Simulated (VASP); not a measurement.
Set up this calculation in VASP 6.6.1, as the native input.

```
Task                   : single point
Functional             : LDA
Potentials or basis    : VASP PAW LDA potentials, release 64 (C)
Cutoff                 : 520 eV
k mesh                 : 13 × 13 × 4
Occupations            : fermi-dirac, width 0.1 eV
Spin                   : no spin polarisation
Dipole correction      : no
Further INCAR settings : ALGO = Normal; EDIFF = 1e-06; NBANDS = 16
```

The structure of C lies in POSCAR:

```
C
1.0
    2.4561140000      0.0000000000      0.0000000000
   -1.2280744483      2.1270470447      0.0000000000
    0.0000000000      0.0000000000      7.1732680000
C
4
Direct
    0.0833790000      0.9166210000      0.7531380000
    0.5833790000      0.4166210000      0.2468620000
    0.9166210000      0.0833790000      0.2468620000
    0.4166210000      0.5833790000      0.7531380000
```

One way to write it, as run:

INCAR

```
SYSTEM = C
PREC = Accurate
ENCUT = 520
EDIFF = 1E-6
ISMEAR = -1
SIGMA = 0.1
LREAL = .False.
LASPH = .True.
NELM = 80
ALGO = Normal
ISIF = 2
LWAVE = .False.
LCHARG = .True.
GGA = CA
LELF = .True.
LVHAR = .True.
NBANDS = 16
```

KPOINTS

```
regular mesh
0
Gamma
  13 13 4
  0 0 0
```

Potentials or basis: VASP PAW LDA potentials, release 64 (C).

The run is started by

```sh
$ cat potpaw_LDA.64/C/POTCAR > POTCAR
$ mpirun -np 1 vasp_std > vasp.out
```

It gave:

| Item | Value |
| --- | --- |
| Pressure | -3.2 GPa |
| Largest force | 0.018 eV/Å |
| Band gap on the k mesh | 0.76 eV |

Run time: 28 s on 1 thread of Intel(R) Xeon(R) 6975P-C (Granite Rapids), on a shared host, peak memory 0.17 GiB.
